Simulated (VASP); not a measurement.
Write the native input for VASP 6.6.1 that does the following.

```
Task                   : relaxation of cell and atoms
Functional             : PBE
Potentials or basis    : VASP PAW PBE potentials, release 64 (Sb)
Cutoff                 : 600 eV
k mesh                 : 8 × 8 × 8
Occupations            : fermi-dirac, width 0.05 eV
Spin                   : no spin polarisation
Target pressure        : 2 GPa
Dipole correction      : no
Further INCAR settings : ALGO = Normal; EDIFF = 1e-07; IBRION = 2; EDIFFG = -0.01; NSW = 60; ISIF = 3
```

The structure of Sb lies in POSCAR:

```
Sb
1.0
    2.1542000000      1.2437279499      3.7580000000
   -2.1542000000      1.2437279499      3.7580000000
    0.0000000000     -2.4874558998      3.7580000000
Sb
2
Direct
    0.7665100000      0.7665100000      0.7665100000
    0.2334900000      0.2334900000      0.2334900000
```

These files were run (other wordings do the same):

INCAR

```
SYSTEM = Sb
  PREC = Accurate
  ENCUT = 600
  EDIFF = 1E-7
  ISMEAR = -1
  SIGMA = 0.05
  LREAL = .False.
  LASPH = .True.
  NELM = 80
  ALGO = Normal
  ISIF = 3
  LWAVE = .False.
  LCHARG = .False.
  GGA = PE
  IBRION = 2
  NSW = 60
  EDIFFG = -0.01
  PSTRESS = 20.0
```

KPOINTS

```
Automatic mesh
0
Gamma
  8 8 8
  0 0 0
```

Potentials or basis: VASP PAW PBE potentials, release 64 (Sb).

The run is started by

```sh
$ cat potpaw_PBE.64/Sb/POTCAR > POTCAR
$ mpirun -np 1 vasp_std > vasp.out
```

It gave:

```yaml
Relaxed_volume: 30.19 Å³/atom
Relaxed_cell: a = 4.471 Å, b = 4.471 Å, c = 4.471 Å, α = 58.05°, β = 58.05°, γ = 58.05°
Space_group_after_relaxing_to_0.05_Å: R-3m (No. 166)
Energy_change_on_relaxing_the_enthalpy_is_what_falls: -2.9 meV/atom
Ionic_steps: 9
Pressure_after_relaxing: 2.0 GPa
Band_gap_on_the_k_mesh: zero (band 5 reaches 7.33 eV, above the bottom of band 6 at 7.08 eV)
```

Caveat: the cell is relaxed towards a set pressure, so the enthalpy falls and the energy may rise; spin-orbit coupling is left out, which moves the levels of the heavy elements.

Wall time 85 s on 1 thread of Intel(R) Xeon(R) Platinum 8559C (Emerald Rapids), with other jobs on the host, peak memory 0.22 GiB.
